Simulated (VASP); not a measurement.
A run of VASP 6.6.1:

The input POSCAR:

```
MgB2H8
1.0
   -4.1681050000      4.1681050000      4.3802100000
    4.1681050000     -4.1681050000      4.3802100000
    4.1681050000      4.1681050000     -4.3802100000
Mg B H
2 4 16
Direct
    0.7500000000      0.2500000000      0.5000000000
    0.0000000000      0.0000000000      0.0000000000
    0.3923570000      0.1688510000      0.2235060000
    0.9453450000      0.1688510000      0.7764940000
    0.8311490000      0.6076430000      0.7764940000
    0.8311490000      0.0546550000      0.2235060000
    0.0496160000      0.3055870000      0.7440290000
    0.6944130000      0.4384420000      0.7440290000
    0.6944130000      0.9503840000      0.2559710000
    0.5615580000      0.3055870000      0.2559710000
    0.9974250000      0.2708130000      0.9756660000
    0.2951470000      0.0217590000      0.0243340000
    0.7291870000      0.0025750000      0.0243340000
    0.9782410000      0.7048530000      0.9756660000
    0.2951470000      0.2708130000      0.2733880000
    0.9974250000      0.0217590000      0.7266120000
    0.7291870000      0.7048530000      0.7266120000
    0.9782410000      0.0025750000      0.2733880000
    0.7424910000      0.0808260000      0.6616650000
    0.4191610000      0.0808260000      0.3383350000
    0.9191740000      0.2575090000      0.3383350000
    0.9191740000      0.5808390000      0.6616650000
```

File INCAR.step1:

```
ALGO = Normal
EDIFF = 1E-4
ENCUT = 520
GGA = PE
ISMEAR = -1
LASPH = T
LCHARG = F
LREAL = Auto
LWAVE = T
NBANDS = 33
NELM = 100
PREC = Accurate
SIGMA = 0.02
```

INCAR.step2

```
ALGO = Normal
EDIFF = 1E-8
ENCUT = 520
ISIF = 2
ISMEAR = -1
ISTART = 1
LASPH = T
LCHARG = F
LEFG = T
LMIXTAU = T
LREAL = Auto
LWAVE = F
METAGGA = R2SCAN
NBANDS = 33
NELM = 100
PREC = Accurate
SIGMA = 0.02
```

Contents of KPOINTS:

```
k-points
0
Gamma
  5 5 5
```

Potentials or basis: VASP PAW PBE potentials, release 64 (Mg, B, H).

Launch:

```sh
$ cat potpaw_PBE.64/Mg/POTCAR potpaw_PBE.64/B/POTCAR potpaw_PBE.64/H/POTCAR > POTCAR
$ cp INCAR.step1 INCAR
$ mpirun -np 1 vasp_std > vasp.out
$ cp INCAR.step2 INCAR
$ mpirun -np 1 vasp_std > vasp.out
```

Hardware: 1 thread of AMD EPYC 9R45 (Zen 5), with other jobs on the host.

Problem. How long does it take, and how much memory?

Solution. Wall time 13 min on 1 thread of AMD EPYC 9R45 (Zen 5), on a shared host, peak memory 0.49 GiB. Counts: k points 18.
